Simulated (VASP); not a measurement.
Write the native input for VASP 6.6.1 that does the following.

```yaml
Task: single point
Functional: r2SCAN0
Potentials_or_basis: VASP PAW PBE potentials, release 64 (Li_sv)
Cutoff: 520 eV
k_mesh: 6 × 6 × 6
Occupations: fermi-dirac, width 0.05 eV
Spin: no spin polarisation
Dipole_correction: no
Grid_for_exact_exchange_PRECFOCK: Normal
Further_INCAR_settings: ALGO = Normal; EDIFF = 1e-07; NBANDS = 8
Share_of_exact_exchange: 0.25
```

The system is Li.

```xyz
1
Lattice="-1.7547 1.7547 1.7547 1.7547 -1.7547 1.7547 1.7547 1.7547 -1.7547" Properties=species:S:1:pos:R:3 pbc="T T T"
Li    0.0000    0.0000    0.0000
```

These files were run (other wordings do the same):

POSCAR

```
Li
1.0
   -1.7546500000      1.7546500000      1.7546500000
    1.7546500000     -1.7546500000      1.7546500000
    1.7546500000      1.7546500000     -1.7546500000
Li
1
Direct
    0.0000000000      0.0000000000      0.0000000000
```

INCAR.step1

```
  PREC = Accurate
  ENCUT = 520
  EDIFF = 1E-5
  ISMEAR = -1
  SIGMA = 0.05
  LREAL = F
  LASPH = T
  NELM = 80
  ALGO = Normal
  ISIF = 2
  LWAVE = T
  LCHARG = F
  GGA = PE
  NBANDS = 8
```

INCAR.step2

```
  PREC = Accurate
  ENCUT = 520
  EDIFF = 1E-7
  ISMEAR = -1
  SIGMA = 0.05
  LREAL = F
  LASPH = T
  NELM = 80
  ALGO = Normal
  ISIF = 2
  LWAVE = F
  LCHARG = F
  METAGGA = R2SCAN
  LHFCALC = T
  AEXX = 0.25
  LMIXTAU = T
  PRECFOCK = Normal
  ISTART = 1
  NBANDS = 8
```

KPOINTS

```
regular mesh
0
Gamma
  6 6 6
```

Potentials or basis: VASP PAW PBE potentials, release 64 (Li_sv).

Launch:

```bash
$ cat potpaw_PBE.64/Li_sv/POTCAR > POTCAR
$ cp INCAR.step1 INCAR
$ mpirun -np 1 vasp_std > vasp.out
$ cp INCAR.step2 INCAR
$ mpirun -np 1 vasp_std > vasp.out
```

Results of the run:

The band gap on the k mesh is zero (an odd number of electrons rules out a gap without spin polarisation).

Caveat: the k points lie up to 0.42 Å⁻¹ apart, too coarse for converged energies and pressures of a metal.

Wall time 5.1 min on 1 thread of Intel(R) Xeon(R) Platinum 8259CL CPU @ 2.50GHz (Skylake/Cascade Lake), on a shared host, peak memory 0.14 GiB.
